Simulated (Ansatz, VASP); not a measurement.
Si3N4: VASP beside Ansatz

```
Si N
1.0
     7.59500    0.00000    0.00000
    -3.79750    6.57746    0.00000
     0.00000    0.00000    2.90230
Si N
6 8
Direct
  0.76732 0.17356 0.32564
  0.59376 0.76732 0.82564
  0.82644 0.59376 0.32564
  0.23268 0.82644 0.82564
  0.40624 0.23268 0.32564
  0.17356 0.40624 0.82564
  0.02936 0.32975 0.32565
  0.69961 0.02936 0.82565
  0.67025 0.69961 0.32565
  0.97064 0.67025 0.82565
  0.30039 0.97064 0.32565
  0.32975 0.30039 0.82565
  0.33333 0.66667 0.82553
  0.66667 0.33333 0.32553
```

Alike in both runs: task electric field gradients; functional PBE; k mesh 4 × 4 × 10; occupations fermi-dirac, width 0.02 eV; no spin polarisation.

|  | VASP | Ansatz |
| --- | --- | --- |
| version | VASP 6.6.1 | Ansatz 0.2.0 |
| potentials or method | VASP PAW PBE potentials, release 64 (Si, N) | plane-wave PAW, scalar-relativistic |
| plane-wave cutoff (eV) | 520 | 420 |
| valence electrons in the cell | 64 | 64 |

VASP gave:

* gap on the k mesh at the Fermi level (eV): 4.35
* pressure (GPa): 6.2
* rms of the force components (eV/Å): 0.006
* size of Vzz on the site where it differs most (V/Å²): 45.5

Q: What did Ansatz give for the same quantities?

A: gap on the k mesh at the Fermi level (eV): 4.36; pressure (GPa): 6.5; rms of the force components (eV/Å): 0.005; size of Vzz on the site where it differs most (V/Å²): 50.3.

Atom by atom the forces differ by 0.002 eV/Å (rms over components). The functional is the same, so the differences come from potentials, cutoffs and numerics.
